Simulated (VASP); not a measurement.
Here is a VASP 6.6.1 calculation.

The input INCAR:

```
SYSTEM = Ge
PREC = Accurate
ENCUT = 520
EDIFF = 1E-6
ISMEAR = -1
SIGMA = 0.05
LREAL = .False.
LASPH = .True.
NELM = 80
ALGO = Normal
ISIF = 2
LWAVE = .False.
LCHARG = .False.
GGA = PE
NBANDS = 21
```

Contents of KPOINTS:

```
Automatic mesh
0
Gamma
  12 12 12
  0 0 0
```

File POSCAR:

```
Ge
1.0
    0.0000000000      2.8807264635      2.8807264635
    2.8807264635      0.0000000000      2.8807264635
    2.8807264635      2.8807264635      0.0000000000
Ge
2
Direct
   -0.1250000000     -0.1250000000     -0.1250000000
    0.1250000000      0.1250000000      0.1250000000
```

Potentials or basis: VASP PAW PBE potentials, release 64 (Ge_d).

Launch:

```console
$ cat potpaw_PBE.64/Ge_d/POTCAR > POTCAR
$ mpirun -np 1 vasp_std > vasp.out
```

**Question.** Estimate the band gap on the k mesh.

**Answer.** Zero (filled and empty bands touch).

**Question.** Estimate the pressure.

**Answer.** -0.1 GPa.

Caveat: semilocal functionals underestimate gaps, so a narrow gap can read as zero.
